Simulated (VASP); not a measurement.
# C (Fd-3m) in VASP: further runs

The runs below take C through single point, relaxation of cell and atoms, with LDA.

Program: VASP 6.6.1. These are calculated values, not measurements. Logs are shortened: lines on timing, memory, paths and dates and some standing lists are left out, and cuts for length are marked.

## Step 1: The cell of the first run

It takes space group Fd-3m (No. 227, cubic). Conventional cell: a = 3.532 Å, b = 3.532 Å, c = 3.532 Å, α = 90.00°, β = 90.00°, γ = 90.00°. C (site symmetry -43m) has 4 C at 1.53 Å within 2.0 Å.

## Step 2: Single point, LDA

Contents of INCAR:

```
PREC = Accurate
ENCUT = 520
EDIFF = 1E-7
ISMEAR = 0
SIGMA = 0.01
LREAL = False
LASPH = True
NELM = 60
ALGO = Normal
ISIF = 2
LWAVE = False
LCHARG = True
LELF = True
LVHAR = True
NBANDS = 11
```

Contents of KPOINTS:

```
Automatic mesh
0
Gamma
  12 12 12
```

Contents of POSCAR:

```
C
1.0
    0.0000000000      1.7658722546      1.7658722546
    1.7658722546      0.0000000000      1.7658722546
    1.7658722546      1.7658722546      0.0000000000
C
2
Direct
    0.0000000000      0.0000000000      0.0000000000
    0.2500000000      0.2500000000      0.2500000000
```

Potentials or basis: VASP PAW LDA potentials, release 64 (C).

Run with:

```bash
$ cat potpaw_LDA.64/C/POTCAR > POTCAR
$ mpirun -np 1 vasp_std > vasp.out
```

OUTCAR:

```text
PREC = Accurate
   ENCUT = 520
   EDIFF = 1E-7
   ISMEAR = 0
   LREAL = False
   LASPH = True
   NELM = 60
   ISIF = 2

 ion  position               nearest neighbor table
   1  0.000  0.000  0.000-   2 1.53   2 1.53   2 1.53   2 1.53
   2  0.250  0.250  0.250-   1 1.53   1 1.53   1 1.53   1 1.53

  LATTYP: Found a face centered cubic cell.
 ALAT       =     3.5317445092

  Lattice vectors:

 A1 = (   0.0000000000,   1.7658722546,   1.7658722546)
 A2 = (   1.7658722546,   0.0000000000,   1.7658722546)
 A3 = (   1.7658722546,   1.7658722546,   0.0000000000)

Analysis of symmetry for initial positions (statically):
=====================================================================
 Subroutine PRICEL returns:
 Original cell was already a primitive cell.

 Routine SETGRP: Setting up the symmetry group for a
 face centered cubic supercell.

 Subroutine GETGRP returns: Found 48 space group operations
 (whereof 24 operations were pure point group operations)
 out of a pool of 48 trial point group operations.

The static configuration has the point symmetry T_d .
 The point group associated with its full space group is O_h .

Analysis of symmetry for dynamics (positions and initial velocities):
=====================================================================
 Subroutine PRICEL returns:
 Original cell was already a primitive cell.

 Routine SETGRP: Setting up the symmetry group for a
 face centered cubic supercell.

 Subroutine GETGRP returns: Found 48 space group operations
 (whereof 24 operations were pure point group operations)
 out of a pool of 48 trial point group operations.

The dynamic configuration has the point symmetry T_d .
 The point group associated with its full space group is O_h .

 Subroutine INISYM returns: Found 48 space group operations
 (whereof 24 operations are pure point group operations),
 and found     1 'primitive' translations

----------------------------------------------------------------------------------------

                                     Primitive cell

  volume of cell :      11.0131

  direct lattice vectors                    reciprocal lattice vectors
     0.000000000  1.765872255  1.765872255    -0.283146189  0.283146189  0.283146189
     1.765872255  0.000000000  1.765872255     0.283146189 -0.283146189  0.283146189
     1.765872255  1.765872255  0.000000000     0.283146189  0.283146189 -0.283146189

  length of vectors
     2.497320492  2.497320492  2.497320492     0.490423586  0.490423586  0.490423586

  position of ions in fractional coordinates (direct lattice)
     0.000000000  0.000000000  0.000000000
     0.250000000  0.250000000  0.250000000

  ion indices of the primitive-cell ions
   primitive index   ion index
                 1           1
                 2           2

----------------------------------------------------------------------------------------

 KPOINTS: Automatic mesh

Automatic generation of k-mesh.
 Grid dimensions read from file:
 generate k-points for:   12   12   12

 Generating k-lattice:

  Cartesian coordinates                     Fractional coordinates (reciprocal lattice)
    -0.023595516  0.023595516  0.023595516     0.083333333  0.000000000  0.000000000
     0.023595516 -0.023595516  0.023595516     0.000000000  0.083333333  0.000000000
     0.023595516  0.023595516 -0.023595516     0.000000000  0.000000000  0.083333333

  Length of vectors
     0.040868632  0.040868632  0.040868632

  Shift w.r.t. Gamma in fractional coordinates (k-lattice)
     0.000000000  0.000000000  0.000000000

 Subroutine IBZKPT returns following result:
 ===========================================

 Found     72 irreducible k-points:

 Following reciprocal coordinates:
            Coordinates               Weight
  0.000000  0.000000  0.000000      1.000000
  0.083333  0.000000  0.000000      8.000000
  0.166667  0.000000  0.000000      8.000000
  0.250000  0.000000  0.000000      8.000000
  0.333333  0.000000  0.000000      8.000000
  0.416667  0.000000  0.000000      8.000000
[... 16 lines left out ...]
  0.500000  0.166667  0.000000     24.000000
 -0.416667  0.166667  0.000000     24.000000
 [... further k-points ...]
   k-points           NKPTS =     72   k-points in BZ     NKDIM =     72   number of bands    NBANDS=     11
   number of dos      NEDOS =    301   number of ions     NIONS =      2
   total plane-waves  NPLWV =   8000
   dimension x,y,z NGX =    20 NGY =   20 NGZ =   20
   dimension x,y,z NGXF=    40 NGYF=   40 NGZF=   40
   ions per type =               2
   NGX,Y,Z   is equivalent  to a cutoff of  13.31, 13.31, 13.31 a.u.
   NGXF,Y,Z  is equivalent  to a cutoff of  26.63, 26.63, 26.63 a.u.
 SYSTEM =  unknown system
   PREC   = accura    normal or accurate (medium, high low for compatibility)
   ISTART =      0    job   : 0-new  1-cont  2-samecut
   ICHARG =      2    charge: 1-file 2-atom 10-const
   ISPIN  =      1    spin polarized calculation?
   LNONCOLLINEAR =      F non collinear calculations
   LSORBIT =      F    spin-orbit coupling
   LASPH  =      T    aspherical Exc in radial PAW
   ENCUT  =  520.0 eV  38.22 Ry    6.18 a.u.   4.64  4.64  4.64*2*pi/ulx,y,z
   NELM   =     60;   NELMIN=  2; NELMDL= -5     # of ELM steps
   EDIFF  = 0.1E-06   stopping-criterion for ELM
   LREAL  =      F    real-space projection
   EDIFFG = 0.1E-05   stopping-criterion for IOM
   NSW    =      0    number of steps for IOM
   IBRION =     -1    ionic relax: 0-MD 1-quasi-New 2-CG
   NFREE  =      0    steps in history (QN), initial steepest desc. (CG)
   ISIF   =      2    stress and relaxation
   ISYM   =      2    0-nonsym 1-usesym 2-fastsym
   POTIM  = 0.5000    time-step for ionic-motion
   TEBEG  =    0.0;   TEEND  =   0.0 temperature during run
   PSTRESS=    0.0 pullay stress
   NELECT =       8.0000    total number of electrons
   NUPDOWN=      -1.0000    fix difference up-down
   EMIN   =  10.00;   EMAX   =-10.00  energy-range for DOS
   EFERMI =   0.00;   METHOD = LEGACY
   ISMEAR =     0;   SIGMA  =   0.01  broadening in eV -4-tet -1-fermi 0-gaus
   EFERMI_NEDOS =   21; number of points for ismear=-14 and -15
   IALGO  =     38    algorithm
   IMIX   =      4    mixing-type and parameters
     AMIX     =   0.40;   BMIX     =  1.00
     AMIX_MAG =   1.60;   BMIX_MAG =  1.00
  volume/ion in A,a.u.               =       5.51        37.16
  Fermi-wavevector in a.u.,A,eV,Ry     =   1.471642  2.781000 29.466553  2.165731
  Thomas-Fermi vector in A             =   2.586753
   LORBIT       =      0    0 simple, 1 ext, 2 COOP (PROOUT), +10 PAW based schemes
   GGA     = CA    functional components
   LHFCALC =     F    Hartree Fock is set to
   AEXX    =    0.0000 exact exchange contribution
   IVDW    =     0    specifies the selected vdW correction
   LEPSILON=     F    determine dielectric tensor
   LRPA    =     F    only Hartree local field effects (RPA)
 non-spin polarized calculation
 Gauss-broadening in eV      SIGMA  =   0.01
  energy-cutoff  :      520.00
  volume of cell :       11.01
 maximum number of plane-waves:       310
   NGX =  9   NGY =  9   NGZ =  9

 number of electron       7.9999998 magnetization

 Free energy of the ion-electron system (eV)
  ---------------------------------------------------
  ext. energy  EPLUGINS =         0.00000000
  ---------------------------------------------------
  free energy    TOTEN  =       -20.24520683 eV

  energy without entropy =      -20.24520683  energy(sigma->0) =      -20.24520683

 E-fermi :  10.2309     XC(G=0): -13.6432

 val. band max:       10.1614058202   @ k =   0.0000   0.0000   0.0000
 cond. band min:      14.3582347480   @ k =   0.3333   0.3333   0.0000
 fundamental gap:      4.1968289278
 Fermi energy:        10.2309401944

 k-point     1 :       0.0000    0.0000    0.0000
  band No.  band energies     occupation
      1     -11.5555      2.00000
      2      10.1614      2.00000
      3      10.1614      2.00000
      4      10.1614      2.00000
      5      15.7873      0.00000
      6      15.7873      0.00000
      7      15.7873      0.00000
      8      24.3999      0.00000
      9      29.5573      0.00000
     10      37.1243      0.00000
     11      37.1243      0.00000

 k-point     2 :       0.0833    0.0000    0.0000
  band No.  band energies     occupation
      1     -11.3593      2.00000
      2       8.9199      2.00000
      3       9.8289      2.00000
      4       9.8289      2.00000
      5      16.2223      0.00000
      6      16.2223      0.00000
      7      16.5407      0.00000
      8      24.5086      0.00000
      9      29.8697      0.00000
     10      34.7963      0.00000
     11      34.7963      0.00000

 k-point     3 :       0.1667    0.0000    0.0000
  band No.  band energies     occupation
      1     -10.7734      2.00000
      2       6.3597      2.00000
      3       9.1097      2.00000
      4       9.1097      2.00000
      5      17.1615      0.00000
      6      17.1615      0.00000
      7      17.7343      0.00000
      8      24.8139      0.00000
      9      30.5218      0.00000
     10      33.1515      0.00000
     11      33.1515      0.00000

 k-point     4 :       0.2500    0.0000    0.0000
  band No.  band energies     occupation
      1      -9.8052      2.00000
      2       3.4865      2.00000
      3       8.3708      2.00000
      4       8.3708      2.00000
      5      18.0274      0.00000
      6      18.0274      0.00000
      7      18.6296      0.00000
      8      25.2320      0.00000
      9      30.9648      0.00000
     10      32.7253      0.00000
     11      32.7253      0.00000
[... 239 lines left out ...]
 k-point    22 :       0.4167    0.1667    0.0000
  band No.  band energies     occupation
      1      -7.2889      2.00000
      2       0.2619      2.00000
      3       5.8493      2.00000
      4       5.9977      2.00000
      5      16.8983      0.00000
      6      21.2848      0.00000
      7      21.6399      0.00000
      8      22.9822      0.00000
      9      31.2862      0.00000
     10      32.9707      0.00000
     11      37.8488      0.00000

 k-point    23 :       0.5000    0.1667    0.0000
  band No.  band energies     occupation
      1      -5.6334      2.00000
      2      -2.0595      2.00000
      3       5.1104      2.00000
      4       6.0902      2.00000
      5      17.3111      0.00000
      6      21.0002      0.00000
      7      21.8259      0.00000
      8      24.5772      0.00000
      9      30.3567      0.00000
     10      34.2775      0.00000
     11      37.0064      0.00000

 k-point    24 :      -0.4167    0.1667    0.0000
  band No.  band energies     occupation
      1      -5.1594      2.00000
      2      -2.6215      2.00000
      3       4.6066      2.00000
      4       6.4810      2.00000
      5      17.7573      0.00000
      6      20.5000      0.00000
      7      21.8093      0.00000
      8      25.7633      0.00000
      9      29.6687      0.00000
     10      34.5543      0.00000
     11      34.9855      0.00000

 [... further k-points ...]
[... 5 lines left out ...]
  --------------------------------------------------------------------------------------
  -------------------------------------------------------------------------------------
  Total        0.1113802      0.1113802      0.1113802     -0.0000000      0.0000000      0.0000000
  in kB       16.2035761     16.2035761     16.2035761     -0.0000000      0.0000000      0.0000000
  external PRESSURE =      16.2035761 kB  Pullay stress =       0.0000000 kB

 VOLUME and BASIS-vectors are now :
 -----------------------------------------------------------------------------
  energy-cutoff  :      520.00
  volume of cell :       11.01
      direct lattice vectors                 reciprocal lattice vectors
     0.000000000  1.765872255  1.765872255    -0.283146189  0.283146189  0.283146189
     1.765872255  0.000000000  1.765872255     0.283146189 -0.283146189  0.283146189
     1.765872255  1.765872255  0.000000000     0.283146189  0.283146189 -0.283146189

 POSITION                                       TOTAL-FORCE (eV/Angst)
 -----------------------------------------------------------------------------------
      0.00000      0.00000      0.00000         0.000000     -0.000000     -0.000000
      0.88294      0.88294      0.88294        -0.000000      0.000000      0.000000
 -----------------------------------------------------------------------------------
    total drift:                                0.000000      0.000000      0.000000

  FREE ENERGIE OF THE ION-ELECTRON SYSTEM (eV)
  ---------------------------------------------------
  free  energy   TOTEN  =       -20.2452068276 eV

  energy  without entropy=      -20.2452068276  energy(sigma->0) =      -20.24520683
```

It took 3.5 s on 1 thread of Intel Xeon 6975P-C (Granite Rapids), shared host; peak memory 0.11 GiB.

Results:

```yaml
Free_energy: -20.2452 eV
Pressure: 1.6 GPa
Band_gap_on_the_k_mesh: 4.20 eV, indirect (least direct gap 5.63 eV)
```

Levels at points of the mesh, in eV from the valence-band top:
```csv
k point,band 2,band 3,band 4,band 5,band 6,band 7
"(0.00, 0.00, 0.00)",0.00,0.00,0.00,5.63,5.63,5.63
"(0.50, 0.00, 0.00)",-13.69,-2.87,-2.87,8.51,8.51,9.42
"(0.50, 0.50, 0.00)",-12.82,-6.47,-6.47,4.77,4.77,17.08
```

A k mesh can miss the band edges.

## Step 3: Relaxation of cell and atoms, LDA

This run uses another cell than the first one, of 5.67 Å³/atom, 1.030 times its volume.

Contents of INCAR:

```
SYSTEM = C
  PREC = Accurate
  ENCUT = 600
  EDIFF = 1E-6
  ISMEAR = 0
  SIGMA = 0.01
  LREAL = .FALSE.
  LASPH = .TRUE.
  NELM = 100
  ALGO = Normal
  ISIF = 3
  LWAVE = .FALSE.
  LCHARG = .FALSE.
  GGA = CA
  IBRION = 2
  NSW = 80
  EDIFFG = -0.002
```

Contents of KPOINTS:

```
Automatic mesh
0
G
  12 12 12
  0 0 0
```

Contents of POSCAR:

```
C
1.0
    0.0000000000      1.7833700000      1.7833700000
    1.7833700000      0.0000000000      1.7833700000
    1.7833700000      1.7833700000      0.0000000000
C
2
Direct
    0.0000000000      0.0000000000      0.0000000000
    0.2500000000      0.2500000000      0.2500000000
```

Potentials or basis: VASP PAW LDA potentials, release 64 (C).

Run with:

```bash
$ cat potpaw_LDA.64/C/POTCAR > POTCAR
$ mpirun -np 1 vasp_std > vasp.out
```

Wall time 6.7 s (1 thread of Intel Xeon 6975P-C (Granite Rapids), shared host); peak memory 0.11 GiB.

The run converged. Its results:

| Property | Result |
| --- | --- |
| Free energy | -20.2539 eV |
| Relaxed volume | 5.52 Å³/atom |
| Relaxed cell | a = 2.499 Å, b = 2.499 Å, c = 2.499 Å, α = 60.00°, β = 60.00°, γ = 60.00° |
| Space group after relaxing (to 0.05 Å) | Fd-3m (No. 227) |
| Energy gained by relaxing | 6.2 meV/atom |
| Ionic steps | 6 |
| Pressure after relaxing | 0.0 GPa |
| Band gap on the k mesh | 4.19 eV, indirect (least direct gap 5.62 eV) |

Step by step:
| step | energy change (eV) | largest force (eV/Å) | pressure (GPa) | volume (Å³) |
| --- | --- | --- | --- | --- |
| 1 | 0.0000 | 0.0000 | -12.37 | 11.34 |
| 2 | 0.0090 | 0.0000 | 17.95 | 10.64 |
| 3 | -0.0123 | 0.0000 | -0.11 | 11.03 |
| 4 | -0.0123 | 0.0000 | 0.15 | 11.03 |
| 5 | -0.0123 | 0.0000 | -0.16 | 11.03 |
| 6 | -0.0123 | 0.0000 | -0.03 | 11.03 |

Final structure:
```
C
1.0
     0.00000    1.76682    1.76682
     1.76682    0.00000    1.76682
     1.76682    1.76682    0.00000
C
2
Direct
  0.00000 0.00000 0.00000
  0.25000 0.25000 0.25000
```

Levels at points of the mesh, in eV from the valence-band top:
| k point | band 1 | band 2 | band 3 | band 4 | band 5 | band 6 | band 7 | band 8 |
| --- | --- | --- | --- | --- | --- | --- | --- | --- |
| (0.00, 0.00, 0.00) | -21.69 | 0.00 | 0.00 | 0.00 | 5.62 | 5.62 | 5.62 | 14.20 |
| (0.50, 0.00, 0.00) | -15.69 | -13.67 | -2.86 | -2.86 | 8.50 | 8.50 | 9.40 | 15.66 |
| (0.50, 0.50, 0.00) | -12.81 | -12.81 | -6.46 | -6.46 | 4.77 | 4.77 | 17.05 | 17.05 |

A k mesh can miss the band edges. Zero-point motion and thermal expansion aren't in these numbers.

(Part 1 of 2 ends here.)
